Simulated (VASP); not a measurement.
A run of VASP 6.6.1 is set up as follows.

File INCAR:

```
SYSTEM = Al
  ALGO = Fast
  EDIFF = 1E-7
  ENCUT = 520
  ISIF = 2
  ISMEAR = 0
  LASPH = .TRUE.
  LCHARG = .TRUE.
  LELF = .TRUE.
  LREAL = .FALSE.
  LVHAR = .TRUE.
  LWAVE = .FALSE.
  NBANDS = 8
  NELM = 100
  PREC = Accurate
  SIGMA = 0.1
```

KPOINTS

```
k-points
0
G
  18 18 18
  0 0 0
```

The input POSCAR:

```
Al
1.0
    0.0000000000      2.0208104482      2.0208104482
    2.0208104482      0.0000000000      2.0208104482
    2.0208104482      2.0208104482      0.0000000000
Al
1
Direct
    0.0000000000      0.0000000000      0.0000000000
```

Potentials or basis: VASP PAW LDA potentials, release 64 (Al).

The run is started by

```sh
$ cat potpaw_LDA.64/Al/POTCAR > POTCAR
$ mpirun -np 1 vasp_std > vasp.out
```

Task: What does it give for the pressure?

Result: -3.2 GPa.
